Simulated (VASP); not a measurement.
A run of VASP 6.6.1:

The input INCAR:

```
SYSTEM = HfSi3O8
PREC     = Accurate       ! precision mode
ENCUT    = 600            ! plane-wave cutoff, eV
EDIFF    = 1E-6           ! SCF threshold, eV
ISMEAR   = -1             ! smearing method
SIGMA    = 0.02           ! smearing width, eV
LREAL    = .False.        ! projectors in reciprocal space
LASPH    = .True.         ! aspherical terms in the spheres
NELM     = 120            ! most SCF steps
ALGO     = Normal         ! electronic algorithm
ISIF     = 2              ! what is computed and relaxed
LWAVE    = .False.        ! write WAVECAR
LCHARG   = .False.        ! write CHGCAR
GGA      = PE             ! functional
NBANDS   = 47             ! bands
GGA_COMPAT= .False.
```

KPOINTS

```
regular mesh
0
Gamma
  6 6 6
  0 0 0
```

The input POSCAR:

```
HfSi3O8
1.0
    4.3636755051     -0.1703455089     -0.0000385836
   -0.1711605093      4.6994748013     -0.0000441842
   -0.0000352726     -0.0000431421      5.0965161843
Hf Si O
1 3 8
Direct
    0.2499908746      0.2043232636      0.0441297518
    0.2500024618      0.7043313683      0.4120359316
    0.7500099196      0.2043273496      0.5864706288
    0.7499913668      0.7043310374      0.9025320942
    0.0119222711      0.3775601797      0.3812840923
    0.0123530172      0.8376731599      0.1482461191
    0.4965194840      0.5217447054      0.6454455697
    0.5702079966      1.0073513509      0.8524439307
    0.4880775497      1.0311027562      0.3812880206
    0.4876367390      0.5709849803      0.1482349311
    0.9298020989      0.4013285826      0.8524329653
    1.0034862210      0.8869412659      0.6454559649
```

Potentials or basis: VASP PAW PBE potentials, release 64 (Hf_pv, Si, O).

The run is started by

```bash
$ cat potpaw_PBE.64/Hf_pv/POTCAR potpaw_PBE.64/Si/POTCAR potpaw_PBE.64/O/POTCAR > POTCAR
$ mpirun -np 1 vasp_std > vasp.out
```

Hardware: 1 thread of Intel(R) Xeon(R) Platinum 8488C (Sapphire Rapids), on a shared host.

Problem. How long does it take, and how much memory?

Solution. Wall time 9.5 min on 1 thread of Intel(R) Xeon(R) Platinum 8488C (Sapphire Rapids) (shared host), peak memory 0.61 GiB. Counts: scf iterations 14, k points 112.
